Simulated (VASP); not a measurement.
Write the native input for VASP 6.6.1 that does the following.

```
Task                   : single point
Functional             : PBE
Dispersion             : D3(BJ)
Potentials or basis    : VASP PAW PBE potentials, release 64 (Y_sv, Br, Ge_d)
Cutoff                 : 520 eV
k mesh                 : 4 × 4 × 4
Occupations            : fermi-dirac, width 0.1 eV
Spin                   : no spin polarisation
Dipole correction      : no
Further INCAR settings : ALGO = Normal; EDIFF = 1e-07; NBANDS = 35
```

The structure of Y3GeBr lies in POSCAR:

```
Y3GeBr
1.0
    3.7340820000      2.1558690000      3.1600000000
   -3.7340820000      2.1558690000      3.1600000000
    0.0000000000     -4.3117470000      3.1600000000
Y Br Ge
3 1 1
Direct
    0.5069300000      0.9987400000      0.5069300000
    0.5069300000      0.5069300000      0.9987400000
    0.9987400000      0.5069300000      0.5069300000
    0.0100000000      0.0100000000      0.0100000000
    0.5394300000      0.5394300000      0.5394300000
```

One way to write it, as run:

INCAR

```
ALGO = Normal ; EDIFF = 1E-7
ENCUT = 520 ; GGA = PE
ISIF = 2 ; ISMEAR = -1
IVDW = 12 ; LASPH = True
LCHARG = False ; LREAL = False
LWAVE = False ; NBANDS = 35
NELM = 80 ; PREC = Accurate
SIGMA = 0.1
```

KPOINTS

```
k-points
0
Gamma
  4 4 4
```

Potentials or basis: VASP PAW PBE potentials, release 64 (Y_sv, Br, Ge_d).

Command:

```console
$ cat potpaw_PBE.64/Y_sv/POTCAR potpaw_PBE.64/Br/POTCAR potpaw_PBE.64/Ge_d/POTCAR > POTCAR
$ mpirun -np 1 vasp_std > vasp.out
```

It gave:

```json
{
 "Pressure": "4.5 GPa",
 "Largest force": "4.496 eV/Å",
 "Band gap on the k mesh": "zero (band 27 reaches 4.26 eV, above the bottom of band 28 at 2.76 eV)",
 "Dispersion energy per atom": "-0.302 eV"
}
```

Caveat: three body term missing; pairwise dispersion overbinds metals, which lowers pressure and volume; forces of over 1 eV/Å act on the atoms, so gaps and moduli don't describe the material at rest.

It took 74 s on 1 thread of Intel(R) Xeon(R) Platinum 8259CL CPU @ 2.50GHz (Skylake/Cascade Lake), with other jobs on the host, peak memory 0.3 GiB.
